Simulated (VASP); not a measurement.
Runs of VASP 6.6.1 on CuMo. The structure is that of space group P4/mmm (No. 123), or close to it. The cells are those of the table. The cell was generated, and may not be a known phase.

```tsv
task	cell	k mesh	cutoff (eV)	gap on the mesh (eV)	pressure (GPa)	relaxed volume (Å³/atom)
single point	a = 2.586, b = 2.586, c = 4.149 Å, 2 atoms	22 × 22 × 14	520	none	(a)	-
single point	a = 2.836, b = 2.836, c = 3.986 Å, 2 atoms	6 × 6 × 4	520	none	-22.0	-
relaxation of cell and atoms	relaxed from a = 2.564, b = 2.564, c = 4.202 Å, 2 atoms	22 × 22 × 14	600	none	0.0	13.92
relaxation of cell and atoms	relaxed from a = 2.836, b = 2.836, c = 3.986 Å, 2 atoms	6 × 6 × 4	600	none	0.0	(b)
single point	a = 2.564, b = 2.564, c = 4.202 Å, 2 atoms	6 × 6 × 4	520	none	0.7	-
```

Alike in all rows: level PBE; potentials or basis VASP PAW PBE potentials, release 64 (Cu, Mo_sv); no spin polarisation; smearing gaussian 0.1 eV.

Task: Fill in the values left out.

Result: (a) 0.5; (b) 13.86.

Caveats: some runs use coarse meshes.

A k mesh can miss the band edges, and the runs leave out spin-orbit coupling on Mo.

A gap of «none» marks levels without a gap at the run's occupations.
